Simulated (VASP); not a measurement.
Runs of VASP 6.6.1 on ZnS. The structure is that of space group Fm-3m (No. 225), or close to it. The cells are those of the table. 

```csv
cell,gap on the mesh (eV),pressure (GPa)
"a = 3.554 Å, angles 60.0°, 2 atoms",none,-3.3
"a = 3.403 Å, angles 60.0°, 2 atoms",none,13.1
"a = 3.602 Å, angles 60.0°, 2 atoms",none,-6.6
"a = 3.648 Å, angles 60.0°, 2 atoms",none,(b)
"a = 3.454 Å, angles 60.0°, 2 atoms",none,(a)
```

Alike in all rows: task single point; level LDA; potentials or basis VASP PAW LDA potentials, release 64 (Zn, S); no spin polarisation; k mesh 14 × 14 × 14; cutoff (eV) 500; smearing gaussian 0.05 eV.

Fill in the values left out.

(a) 6.4; (b) -9.3.

Caveats: semilocal functionals underestimate gaps, so a narrow gap can read as zero; the cell stands under tension (at least some runs); the cell stands under pressure (at least some runs).

A gap of «none» marks levels without a gap at the run's occupations.
